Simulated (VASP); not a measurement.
# Si16Ge (a cell with a defect) in VASP: relaxation of the atoms with PBE

Aim: the relaxation of the atoms of Si16Ge (a cell with a defect) with PBE.

Program: VASP 6.6.1. These are calculated values, not measurements. Logs are shortened: lines on timing, memory, paths and dates and some standing lists are left out, and cuts for length are marked.

### Step 1. The cell of the first run

The cell holds a defect, 17 atoms: a = 7.679 Å, b = 7.679 Å, c = 7.679 Å, α = 60.00°, β = 60.00°, γ = 60.00°.

### Step 2. Relaxation of the atoms, PBE

File INCAR:

```
SYSTEM = Si16Ge
ALGO = Normal
EDIFF = 1E-7
EDIFFG = -0.08
ENCUT = 520
GGA = PE
IBRION = 2
ISIF = 2
ISMEAR = -1
LASPH = .True.
LCHARG = .False.
LREAL = Auto
LWAVE = .False.
NELM = 80
NSW = 45
PREC = Accurate
SIGMA = 0.02
```

File KPOINTS:

```
k-points
0
Gamma
  2 2 2
  0 0 0
```

File POSCAR:

```
Si16Ge
1.0
    0.0000000000      5.4300000000      5.4300000000
    5.4300000000      0.0000000000      5.4300000000
    5.4300000000      5.4300000000      0.0000000000
Si Ge
16 1
Direct
    0.0000000000      0.0000000000      0.0000000000
    0.1250000000      0.1250000000      0.1250000000
    0.0000000000      0.0000000000      0.5000000000
    0.1250000000      0.1250000000      0.6250000000
    0.0000000000      0.5000000000      0.0000000000
    0.1250000000      0.6250000000      0.1250000000
    0.0000000000      0.5000000000      0.5000000000
    0.1250000000      0.6250000000      0.6250000000
    0.5000000000      0.0000000000      0.0000000000
    0.6250000000      0.1250000000      0.1250000000
    0.5000000000      0.0000000000      0.5000000000
    0.6250000000      0.1250000000      0.6250000000
    0.5000000000      0.5000000000      0.0000000000
    0.6250000000      0.6250000000      0.1250000000
    0.5000000000      0.5000000000      0.5000000000
    0.6250000000      0.6250000000      0.6250000000
    0.2499171000      0.2504836000      0.2502450000
```

Potentials or basis: VASP PAW PBE potentials, release 64 (Si, Ge_d).

Started as:

```bash
$ cat potpaw_PBE.64/Si/POTCAR potpaw_PBE.64/Ge_d/POTCAR > POTCAR
$ mpirun -np 1 vasp_std > vasp.out
```

OUTCAR:

```text
SYSTEM = Si16Ge
   EDIFF = 1E-7
   EDIFFG = -0.08
   ENCUT = 520
   GGA = PE
   IBRION = 2
   ISIF = 2
   ISMEAR = -1
   LASPH = .True.
   LREAL = Auto
   NELM = 80
   NSW = 45
   PREC = Accurate

 ion  position               nearest neighbor table
   1  0.000  0.000  0.000-   2 2.35   4 2.35   6 2.35  10 2.35
   2  0.125  0.125  0.125-   1 2.35   3 2.35   5 2.35   9 2.35  17 2.36
   3  0.000  0.000  0.500-   2 2.35   4 2.35   8 2.35  12 2.35  17 2.72
   4  0.125  0.125  0.625-  17 2.35   3 2.35   7 2.35  11 2.35   1 2.35
   5  0.000  0.500  0.000-   2 2.35   6 2.35   8 2.35  14 2.35  17 2.72
   6  0.125  0.625  0.125-  17 2.35   5 2.35   7 2.35  13 2.35   1 2.35
   7  0.000  0.500  0.500-   4 2.35   6 2.35   8 2.35  16 2.35  17 2.71
   8  0.125  0.625  0.625-   3 2.35   5 2.35   7 2.35  15 2.35
   9  0.500  0.000  0.000-   2 2.35  10 2.35  12 2.35  14 2.35  17 2.72
  10  0.625  0.125  0.125-   1 2.35   9 2.35  11 2.35  13 2.35  17 2.35
  11  0.500  0.000  0.500-   4 2.35  10 2.35  12 2.35  16 2.35  17 2.71
  12  0.625  0.125  0.625-   3 2.35   9 2.35  11 2.35  15 2.35
  13  0.500  0.500  0.000-   6 2.35  10 2.35  14 2.35  16 2.35  17 2.71
  14  0.625  0.625  0.125-   5 2.35   9 2.35  13 2.35  15 2.35
  15  0.500  0.500  0.500-   8 2.35  12 2.35  14 2.35  16 2.35
  16  0.625  0.625  0.625-   7 2.35  11 2.35  13 2.35  15 2.35
  17  0.250  0.250  0.250-   6 2.35   4 2.35  10 2.35   2 2.36   7 2.71  13 2.71  11 2.71   5 2.72
                             3 2.72   9 2.72

  LATTYP: Found a face centered cubic cell.
 ALAT       =    10.8600000000

  Lattice vectors:

 A1 = (   0.0000000000,   5.4300000000,   5.4300000000)
 A2 = (   5.4300000000,   0.0000000000,   5.4300000000)
 A3 = (   5.4300000000,   5.4300000000,   0.0000000000)

Analysis of symmetry for initial positions (statically):
=====================================================================
 Subroutine PRICEL returns:
 Original cell was already a primitive cell.

 Routine SETGRP: Setting up the symmetry group for a
 face centered cubic supercell.

 Subroutine GETGRP returns: Found  1 space group operations
 (whereof  1 operations were pure point group operations)
 out of a pool of 48 trial point group operations.

The static configuration has the point symmetry C_1 .

Analysis of symmetry for dynamics (positions and initial velocities):
=====================================================================
 Subroutine PRICEL returns:
 Original cell was already a primitive cell.

 Routine SETGRP: Setting up the symmetry group for a
 face centered cubic supercell.

 Subroutine GETGRP returns: Found  1 space group operations
 (whereof  1 operations were pure point group operations)
 out of a pool of 48 trial point group operations.

[... 106 lines left out ...]
   ICHARG =      2    charge: 1-file 2-atom 10-const
   ISPIN  =      1    spin polarized calculation?
   LNONCOLLINEAR =      F non collinear calculations
   LSORBIT =      F    spin-orbit coupling
   LASPH  =      T    aspherical Exc in radial PAW
   ENCUT  =  520.0 eV  38.22 Ry    6.18 a.u.  14.28 14.28 14.28*2*pi/ulx,y,z
   NELM   =     80;   NELMIN=  2; NELMDL= -5     # of ELM steps
   EDIFF  = 0.1E-06   stopping-criterion for ELM
   LREAL  =      T    real-space projection
   EDIFFG = -.8E-01   stopping-criterion for IOM
   NSW    =     45    number of steps for IOM
   IBRION =      2    ionic relax: 0-MD 1-quasi-New 2-CG
   NFREE  =      1    steps in history (QN), initial steepest desc. (CG)
   ISIF   =      2    stress and relaxation
   ISYM   =      2    0-nonsym 1-usesym 2-fastsym
   POTIM  = 0.5000    time-step for ionic-motion
   TEBEG  =    0.0;   TEEND  =   0.0 temperature during run
   PSTRESS=    0.0 pullay stress
   NELECT =      78.0000    total number of electrons
   NUPDOWN=      -1.0000    fix difference up-down
   EMIN   =  10.00;   EMAX   =-10.00  energy-range for DOS
   EFERMI =   0.00;   METHOD = LEGACY
   ISMEAR =    -1;   SIGMA  =   0.02  broadening in eV -4-tet -1-fermi 0-gaus
   EFERMI_NEDOS =   21; number of points for ismear=-14 and -15
   IALGO  =     38    algorithm
   IMIX   =      4    mixing-type and parameters
     AMIX     =   0.40;   BMIX     =  1.00
     AMIX_MAG =   1.60;   BMIX_MAG =  1.00
  volume/ion in A,a.u.               =      18.84       127.11
  Fermi-wavevector in a.u.,A,eV,Ry     =   1.022421  1.932096 14.222785  1.045345
  Thomas-Fermi vector in A             =   2.156100
   LORBIT       =      0    0 simple, 1 ext, 2 COOP (PROOUT), +10 PAW based schemes
   GGA     = PE    functional components
   LHFCALC =     F    Hartree Fock is set to
   AEXX    =    0.0000 exact exchange contribution
   IVDW    =     0    specifies the selected vdW correction
   LEPSILON=     F    determine dielectric tensor
   LRPA    =     F    only Hartree local field effects (RPA)
 conjugate gradient relaxation of ions
 non-spin polarized calculation
  energy-cutoff  :      520.00
  volume of cell :      320.21
 maximum number of plane-waves:      8646
 NGX is ok and might be reduce to    60
   NGX = 29   NGY = 29   NGZ = 29

--------------------------------------- Ionic step        1  -------------------------------------------

 number of electron      78.0000000 magnetization

 Free energy of the ion-electron system (eV)
  ---------------------------------------------------
  ext. energy  EPLUGINS =         0.00000000
  ---------------------------------------------------
  free energy    TOTEN  =       -86.36980403 eV

  energy without entropy =      -86.36022235  energy(sigma->0) =      -86.36501319

------------------------ aborting loop because EDIFF is reached ----------------------------------------

  FORCE on cell =-STRESS in cart. coord.  units (eV):
  Direction    XX          YY          ZZ          XY          YZ          ZX
  --------------------------------------------------------------------------------------
  -------------------------------------------------------------------------------------
  Total       15.4082373     15.4080684     15.4081151     -0.0356592     -0.0649827     -0.0142766
  in kB       77.0963922     77.0955472     77.0957811     -0.1784239     -0.3251464     -0.0714341
  external PRESSURE =      77.0959068 kB  Pullay stress =       0.0000000 kB
[... 140 lines left out ...]
--------------------------------------- Ionic step        4  -------------------------------------------

 number of electron      77.9999997 magnetization

 Free energy of the ion-electron system (eV)
  ---------------------------------------------------
  ext. energy  EPLUGINS =         0.00000000
  ---------------------------------------------------
  free energy    TOTEN  =       -86.69643259 eV

  energy without entropy =      -86.68554107  energy(sigma->0) =      -86.69098683

 E-fermi :   6.9394     XC(G=0):  -9.7491

 val. band max:        6.6762338171   @ k =   0.0000   0.0000   0.0000
 cond. band min:       6.9494919355   @ k =   0.0000   0.0000   0.0000
 fundamental gap:      0.2732581185
 Fermi energy:         6.9394017468

 k-point     1 :       0.0000    0.0000    0.0000
  band No.  band energies     occupation
      1     -18.2541      2.00000
      2     -18.2540      2.00000
      3     -18.2540      2.00000
      4     -18.2407      2.00000
      5     -18.2407      2.00000
      6      -6.5298      2.00000
[... 441 lines left out ...]
  FREE ENERGIE OF THE ION-ELECTRON SYSTEM (eV)
  ---------------------------------------------------
  free  energy   TOTEN  =       -86.6964325852 eV

  energy  without entropy=      -86.6855410730  energy(sigma->0) =      -86.69098683

 reached required accuracy - stopping structural energy minimisation
```

OSZICAR:

```text
N       E                     dE             d eps       ncg     rms          rms(c)
DAV:   1     0.421202158456E+03    0.42120E+03   -0.30596E+04   928   0.176E+03
DAV:   2    -0.201213934247E+02   -0.44132E+03   -0.41921E+03   848   0.408E+02
DAV:   3    -0.844396716232E+02   -0.64318E+02   -0.61277E+02   944   0.110E+02
DAV:   4    -0.879344935143E+02   -0.34948E+01   -0.33784E+01   944   0.290E+01
[... 35 lines left out ...]
DAV:   2    -0.866964480375E+02   -0.22594E-03   -0.32242E-03  1008   0.216E-01    0.391E-02
DAV:   3    -0.866964353258E+02    0.12712E-04   -0.10248E-04   896   0.454E-02    0.233E-02
DAV:   4    -0.866964323804E+02    0.29454E-05   -0.27421E-05   928   0.188E-02    0.853E-03
DAV:   5    -0.866964325870E+02   -0.20661E-06   -0.19842E-06   912   0.631E-03    0.482E-03
DAV:   6    -0.866964325852E+02    0.18254E-08   -0.64962E-07   864   0.306E-03
   4 F= -.86696433E+02 E0= -.86690987E+02  d E =-.397615E-02
```

Wall time 14 min (1 thread of Oxide Virtual Turin-like, shared host); peak memory 0.54 GiB.

Results:

* Free energy: -86.6964 eV
* Energy gained by relaxing: 19.2 meV/atom
* Ionic steps: 4
* Pressure after relaxing: 6.7 GPa
* Largest force after relaxing: 0.041 eV/Å
* Band gap on the k mesh: zero (bands 39 and 40 overlap by 0.31 eV)

Forces on the atoms (eV/Å):
```
Si  -0.008 -0.002 -0.004
Si   0.023  0.022  0.023
Si   0.000  0.000 -0.041
Si  -0.014 -0.015  0.016
Si   0.000 -0.041  0.000
Si  -0.012  0.014 -0.013
Si   0.041  0.000  0.000
Si  -0.021  0.020  0.020
Si  -0.041  0.000  0.000
Si   0.019 -0.018 -0.017
Si   0.001  0.041  0.001
Si   0.020 -0.021  0.020
Si   0.000  0.000  0.041
Si   0.020  0.020 -0.021
Si   0.000  0.000  0.000
Si  -0.021 -0.020 -0.020
Ge  -0.008 -0.002 -0.004
```

The path:
```
step  energy change (eV)  largest force (eV/Å)  pressure (GPa)
   1              0.0000                1.5447            7.71
   2             -0.3217                0.1325            6.73
   3             -0.3227                0.0998            6.69
   4             -0.3266                0.0407            6.69
```

Final structure:
```yaml
crystal:
  lattice:
    - [0.00000, 5.43000, 5.43000]
    - [5.43000, 0.00000, 5.43000]
    - [5.43000, 5.43000, 0.00000]
  atoms:
    - { symbol: Si, position: [0.99998, 0.00014, 0.00007] }
    - { symbol: Si, position: [0.12108, 0.12106, 0.12107] }
    - { symbol: Si, position: [0.99587, 0.99587, 0.50413] }
    - { symbol: Si, position: [0.12102, 0.12100, 0.63693] }
    - { symbol: Si, position: [0.99587, 0.50414, 0.99586] }
    - { symbol: Si, position: [0.12101, 0.63696, 0.12100] }
    - { symbol: Si, position: [0.99584, 0.50416, 0.50416] }
    - { symbol: Si, position: [0.12663, 0.62447, 0.62446] }
    - { symbol: Si, position: [0.50412, 0.99588, 0.99588] }
    - { symbol: Si, position: [0.63688, 0.12102, 0.12103] }
    - { symbol: Si, position: [0.50414, 0.99585, 0.50415] }
    - { symbol: Si, position: [0.62446, 0.12662, 0.62447] }
    - { symbol: Si, position: [0.50415, 0.50416, 0.99585] }
    - { symbol: Si, position: [0.62446, 0.62448, 0.12663] }
    - { symbol: Si, position: [0.50000, 0.49999, 0.50000] }
    - { symbol: Si, position: [0.62444, 0.62446, 0.62445] }
    - { symbol: Ge, position: [0.24997, 0.25020, 0.25010] }
```

Caveat: the k points lie up to 0.50 Å⁻¹ apart; the relaxation stopped at a loose force limit of 0.08 eV/Å, so its end isn't a converged minimum.
